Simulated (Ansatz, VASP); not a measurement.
**Two plane-wave programs on MgO**

File POSCAR:

```
MgO
1.0
    3.4841042127      0.0000000000      0.0000000000
   -1.7420521064      3.0173227576      0.0000000000
    0.0000000000      0.0000000000      4.1856875957
Mg O
2 2
Direct
    0.6666666667      0.3333333333      0.7500000000
    0.3333333333      0.6666666667      0.2500000000
    0.7163796116      0.4327592231      0.2500000000
    0.3830462782      0.7660925565      0.7500000000
```

File INCAR.step1:

```
SYSTEM = MgO
ALGO = Normal ; EDIFF = 1E-4
ENCUT = 520 ; GGA = PE
ISMEAR = 0 ; LASPH = .TRUE.
LCHARG = .FALSE. ; LREAL = .FALSE.
LWAVE = .TRUE. ; NBANDS = 16
NELM = 60 ; PREC = Accurate
SIGMA = 0.05
```

Contents of INCAR.step2:

```
SYSTEM = MgO
ALGO = Normal ; EDIFF = 1E-7
ENCUT = 520 ; ISIF = 2
ISMEAR = 0 ; ISTART = 1
LASPH = .TRUE. ; LCHARG = .FALSE.
LMIXTAU = .TRUE. ; LREAL = .FALSE.
LWAVE = .FALSE. ; METAGGA = R2SCAN
NBANDS = 16 ; NELM = 60
PREC = Accurate ; SIGMA = 0.05
```

Contents of KPOINTS:

```
k-points
0
G
  6 6 6
  0 0 0
```

Input for Ansatz:

```yaml
crystal:
  lattice:
    - [3.4841042127, 0.0, 0.0]
    - [-1.7420521064, 3.0173227576, 0.0]
    - [0.0, 0.0, 4.1856875957]
  atoms:
    - { symbol: Mg, position: [0.6666666667, 0.3333333333, 0.75] }
    - { symbol: Mg, position: [0.3333333333, 0.6666666667, 0.25] }
    - { symbol: O, position: [0.7163796116, 0.4327592231, 0.25] }
    - { symbol: O, position: [0.3830462782, 0.7660925565, 0.75] }
basis:
  ecutwfc: 500
kpoints:
  mp_grid: { grid: [6, 6, 6] }
hamiltonian:
  xc: r2scan
scf:
  occupations: { method: gaussian, width: 0.05 }
output:
  forces: true
  stress: true
  eigenvalues: true
```

Change from the starting cell: all O atoms moved -0.300 Å, as atom 3 towards its neighbour atom 2 (Mg) at 2.012 Å.

Alike in both runs: task single point; functional r2SCAN; k mesh 6 × 6 × 6; occupations gaussian, width 0.05 eV; no spin polarisation.

|  | VASP | Ansatz |
| --- | --- | --- |
| version | VASP 6.6.1 | Ansatz 0.2.0 |
| potentials or method | VASP PAW PBE potentials, release 64 (Mg, O), cutoff 520 eV | scalar-relativistic, plane waves, PAW |
| valence electrons in the cell | 16 | 32 |

|  | VASP | Ansatz | Ansatz less VASP |
| --- | --- | --- | --- |
| gap on the k mesh at the Fermi level (eV) | 4.00 | 4.02 | +0.012 |
| least direct gap on the mesh (eV) | 4.00 | 4.02 | +0.012 |
| pressure (GPa) | 8.2 | 8.6 | +0.38 |
| traceless stress, the component that is largest in VASP (GPa) | 11.86 | 11.27 | -0.595 |
| rms of the force components (eV/Å) | 2.276 | 2.219 | -0.0570 |

VASP's potentials were made for PBE, not for r2SCAN. Atom by atom the forces differ by 0.058 eV/Å (rms over components). VASP's potentials hold 16 valence electrons a cell and Ansatz's 32, so a difference there can come from the potentials and not from the codes.
